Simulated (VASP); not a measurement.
# SiMo3 (Fm-3m) in VASP: relaxation of cell and atoms with PBE

Aim: the relaxation of cell and atoms of SiMo3 with PBE.

Program: VASP 6.6.1. These are calculated values, not measurements. Logs are shortened: lines on timing, memory, paths and dates and some standing lists are left out, and cuts for length are marked.

## Step 1: The cell of the first run

Symmetry: Fm-3m, No. 225, cubic system. The conventional cell has a = 6.199 Å, b = 6.199 Å, c = 6.199 Å, α = 90.00°, β = 90.00°, γ = 90.00°. Within 3.5 Å of Si (site symmetry m-3m) lie 14 Mo at 2.68 to 3.10 Å. Mo (site symmetry -43m) has 4 Si at 2.68 Å and 10 Mo at 2.68 to 3.10 Å within 3.5 Å. Mo (site symmetry m-3m) has 8 Mo at 2.68 Å and 6 Si at 3.10 Å within 3.5 Å.

The cell was built from a structure type or drawn by symmetry, and may not be a known phase.

## Step 2: Relaxation of cell and atoms, PBE

INCAR

```
PREC = Accurate
ENCUT = 600
EDIFF = 1E-7
ISMEAR = 0
SIGMA = 0.1
LREAL = F
LASPH = T
NELM = 80
ALGO = Fast
ISIF = 3
LWAVE = F
LCHARG = F
GGA = PE
IBRION = 2
NSW = 100
EDIFFG = -0.01
```

KPOINTS

```
regular mesh
0
Gamma
  14 14 14
```

POSCAR

```
SiMo3
1.0
    0.0000000000      3.0995405396      3.0995405396
    3.0995405396      0.0000000000      3.0995405396
    3.0995405396      3.0995405396      0.0000000000
Si Mo
1 3
Direct
    0.0000000000      0.0000000000      0.0000000000
    0.7500000000      0.7500000000      0.7500000000
    0.2500000000      0.2500000000      0.2500000000
    0.5000000000      0.5000000000      0.5000000000
```

Potentials or basis: VASP PAW PBE potentials, release 64 (Si, Mo_sv).

The run is started by

```
> cat potpaw_PBE.64/Si/POTCAR potpaw_PBE.64/Mo_sv/POTCAR > POTCAR
> mpirun -np 1 vasp_std > vasp.out
```

OUTCAR:

```text
PREC = Accurate
   ENCUT = 600
   EDIFF = 1E-7
   ISMEAR = 0
   LREAL = F
   LASPH = T
   NELM = 80
   ISIF = 3
   GGA = PE
   IBRION = 2
   NSW = 100
   EDIFFG = -0.01

 ion  position               nearest neighbor table
   1  0.000  0.000  0.000-   2 2.68   3 2.68   2 2.68   2 2.68   2 2.68   3 2.68   3 2.68   3 2.68
                             4 3.10   4 3.10   4 3.10   4 3.10   4 3.10   4 3.10
   2  0.750  0.750  0.750-   1 2.68   4 2.68   4 2.68   4 2.68   4 2.68   1 2.68   1 2.68   1 2.68
                             3 3.10   3 3.10   3 3.10   3 3.10   3 3.10   3 3.10
   3  0.250  0.250  0.250-   1 2.68   4 2.68   1 2.68   1 2.68   1 2.68   4 2.68   4 2.68   4 2.68
                             2 3.10   2 3.10   2 3.10   2 3.10   2 3.10   2 3.10
   4  0.500  0.500  0.500-   2 2.68   3 2.68   3 2.68   3 2.68   3 2.68   2 2.68   2 2.68   2 2.68
                             1 3.10   1 3.10   1 3.10   1 3.10   1 3.10   1 3.10

  LATTYP: Found a face centered cubic cell.
 ALAT       =     6.1990810792

  Lattice vectors:

 A1 = (   0.0000000000,   3.0995405396,   3.0995405396)
 A2 = (   3.0995405396,   0.0000000000,   3.0995405396)
 A3 = (   3.0995405396,   3.0995405396,   0.0000000000)

Analysis of symmetry for initial positions (statically):
=====================================================================
 Subroutine PRICEL returns:
 Original cell was already a primitive cell.

 Routine SETGRP: Setting up the symmetry group for a
 face centered cubic supercell.

 Subroutine GETGRP returns: Found 48 space group operations
 (whereof 48 operations were pure point group operations)
 out of a pool of 48 trial point group operations.

The static configuration has the point symmetry O_h .

Analysis of symmetry for dynamics (positions and initial velocities):
=====================================================================
 Subroutine PRICEL returns:
 Original cell was already a primitive cell.

 Routine SETGRP: Setting up the symmetry group for a
 face centered cubic supercell.

 Subroutine GETGRP returns: Found 48 space group operations
 (whereof 48 operations were pure point group operations)
 out of a pool of 48 trial point group operations.

The dynamic configuration has the point symmetry O_h .

 Subroutine INISYM returns: Found 48 space group operations
 (whereof 48 operations are pure point group operations),
 and found     1 'primitive' translations

----------------------------------------------------------------------------------------

[... 106 lines left out ...]
   PSTRESS=    0.0 pullay stress
   NELECT =      46.0000    total number of electrons
   NUPDOWN=      -1.0000    fix difference up-down
   EMIN   =  10.00;   EMAX   =-10.00  energy-range for DOS
   EFERMI =   0.00;   METHOD = LEGACY
   ISMEAR =     0;   SIGMA  =   0.10  broadening in eV -4-tet -1-fermi 0-gaus
   EFERMI_NEDOS =   21; number of points for ismear=-14 and -15
   IALGO  =     68    algorithm
   IMIX   =      4    mixing-type and parameters
     AMIX     =   0.40;   BMIX     =  1.00
     AMIX_MAG =   1.60;   BMIX_MAG =  1.00
  volume/ion in A,a.u.               =      14.89       100.48
  Fermi-wavevector in a.u.,A,eV,Ry     =   1.502058  2.838479 30.697181  2.256179
  Thomas-Fermi vector in A             =   2.613348
   LORBIT       =      0    0 simple, 1 ext, 2 COOP (PROOUT), +10 PAW based schemes
   GGA     = PE    functional components
   LHFCALC =     F    Hartree Fock is set to
   AEXX    =    0.0000 exact exchange contribution
   IVDW    =     0    specifies the selected vdW correction
   LEPSILON=     F    determine dielectric tensor
   LRPA    =     F    only Hartree local field effects (RPA)
 conjugate gradient relaxation of ions
 non-spin polarized calculation
 RMM-DIIS sequential band-by-band and
 Gauss-broadening in eV      SIGMA  =   0.10
  energy-cutoff  :      600.00
  volume of cell :       59.56
 maximum number of plane-waves:      2012
   NGX = 17   NGY = 17   NGZ = 17

--------------------------------------- Ionic step        1  -------------------------------------------

 number of electron      45.9999995 magnetization

 Free energy of the ion-electron system (eV)
  ---------------------------------------------------
  ext. energy  EPLUGINS =         0.00000000
  ---------------------------------------------------
  free energy    TOTEN  =       -38.45614779 eV

  energy without entropy =      -38.44143380  energy(sigma->0) =      -38.44879079

------------------------ aborting loop because EDIFF is reached ----------------------------------------

  FORCE on cell =-STRESS in cart. coord.  units (eV):
  Direction    XX          YY          ZZ          XY          YZ          ZX
  --------------------------------------------------------------------------------------
  -------------------------------------------------------------------------------------
  Total        0.0689948      0.0689948      0.0689948     -0.0000000     -0.0000000      0.0000000
  in kB        1.8561157      1.8561157      1.8561157     -0.0000000     -0.0000000      0.0000000
  external PRESSURE =       1.8561157 kB  Pullay stress =       0.0000000 kB
[... 63 lines left out ...]
--------------------------------------- Ionic step        3  -------------------------------------------

 number of electron      45.9999995 magnetization

 Free energy of the ion-electron system (eV)
  ---------------------------------------------------
  ext. energy  EPLUGINS =         0.00000000
  ---------------------------------------------------
  free energy    TOTEN  =       -38.45617070 eV

  energy without entropy =      -38.44144562  energy(sigma->0) =      -38.44880816

 E-fermi :  12.2925     XC(G=0): -13.0141

 val. band max:       12.2891867776   @ k =   0.2857   0.1429   0.0714
 cond. band min:      12.2971220538   @ k =  -0.1429   0.1429   0.0000
 fundamental gap:      0.0079352762
 Fermi energy:        12.2924523779

 k-point     1 :       0.0000    0.0000    0.0000
  band No.  band energies     occupation
      1     -48.9022      2.00000
      2     -48.3060      2.00000
      3     -48.3000      2.00000
      4     -23.1576      2.00000
      5     -23.1576      2.00000
      6     -23.1576      2.00000
[... 709 lines left out ...]
     26      14.1751      0.00000
     27      14.9637      0.00000

 [... further k-points ...]

------------------------ aborting loop because EDIFF is reached ----------------------------------------

  FORCE on cell =-STRESS in cart. coord.  units (eV):
  Direction    XX          YY          ZZ          XY          YZ          ZX
  --------------------------------------------------------------------------------------
  -------------------------------------------------------------------------------------
  Total        0.0001404      0.0001404      0.0001404      0.0000000     -0.0000000      0.0000000
  in kB        0.0037754      0.0037754      0.0037754      0.0000000     -0.0000000      0.0000000
  external PRESSURE =       0.0037754 kB  Pullay stress =       0.0000000 kB
[... 19 lines left out ...]
  FREE ENERGIE OF THE ION-ELECTRON SYSTEM (eV)
  ---------------------------------------------------
  free  energy   TOTEN  =       -38.4561707027 eV

  energy  without entropy=      -38.4414456200  energy(sigma->0) =      -38.44880816

 reached required accuracy - stopping structural energy minimisation
```

OSZICAR:

```text
N       E                     dE             d eps       ncg     rms          rms(c)
DAV:   1     0.566742774792E+03    0.56674E+03   -0.30882E+04  5648   0.193E+03
DAV:   2    -0.147946312290E+02   -0.58154E+03   -0.57115E+03  5974   0.550E+02
DAV:   3    -0.398957427463E+02   -0.25101E+02   -0.23935E+02  7695   0.958E+01
[... 37 lines left out ...]
RMM:   6    -0.384561710044E+02    0.44508E-05   -0.19069E-05  5949   0.277E-02    0.115E-02
RMM:   7    -0.384561703123E+02    0.69206E-06   -0.23861E-05  6428   0.190E-02    0.616E-03
RMM:   8    -0.384561707720E+02   -0.45965E-06   -0.27948E-06  5296   0.945E-03    0.464E-03
RMM:   9    -0.384561706702E+02    0.10183E-06   -0.64712E-07  4522   0.466E-03    0.245E-03
RMM:  10    -0.384561707027E+02   -0.32491E-07   -0.62304E-07  4388   0.346E-03
   3 F= -.38456171E+02 E0= -.38448808E+02  d E =-.229109E-04
```

It took 3.6 min on 1 thread of Intel Xeon 6975P-C (Granite Rapids), shared host; peak memory 0.33 GiB.

What came out:

* Free energy: -38.4562 eV
* Relaxed volume: 14.90 Å³/atom
* Relaxed cell: a = 4.384 Å, b = 4.384 Å, c = 4.384 Å, α = 60.00°, β = 60.00°, γ = 60.00°
* Space group after relaxing (to 0.1 Å): Fm-3m (No. 225)
* Energy gained by relaxing: 0.0 meV/atom
* Ionic steps: 3
* Pressure after relaxing: 0.0 GPa
* Band gap on the k mesh: zero (bands 23 and 24 overlap by 1.98 eV)

Final structure:
```yaml
crystal:
  lattice:
    - [0.00000, 3.10028, 3.10028]
    - [3.10028, 0.00000, 3.10028]
    - [3.10028, 3.10028, 0.00000]
  atoms:
    - { symbol: Si, position: [0.00000, 0.00000, 0.00000] }
    - { symbol: Mo, position: [0.75000, 0.75000, 0.75000] }
    - { symbol: Mo, position: [0.25000, 0.25000, 0.25000] }
    - { symbol: Mo, position: [0.50000, 0.50000, 0.50000] }
```

Levels at points of the mesh, in eV from the Fermi level:
| k point | band 19 | band 20 | band 21 | band 22 | band 23 | band 24 | band 25 | band 26 | band 27 |
| --- | --- | --- | --- | --- | --- | --- | --- | --- | --- |
| (0.00, 0.00, 0.00) | -2.01 | -2.01 | -2.01 | 1.50 | 1.50 | 1.50 | 1.68 | 2.11 | 2.11 |
| (0.50, 0.00, 0.00) | -2.84 | -1.57 | -1.57 | -0.70 | -0.70 | -0.48 | 1.63 | 1.63 | 1.97 |
| (0.50, 0.50, 0.00) | -2.54 | -2.54 | -2.47 | -1.16 | 0.38 | 0.38 | 0.83 | 1.36 | 1.71 |
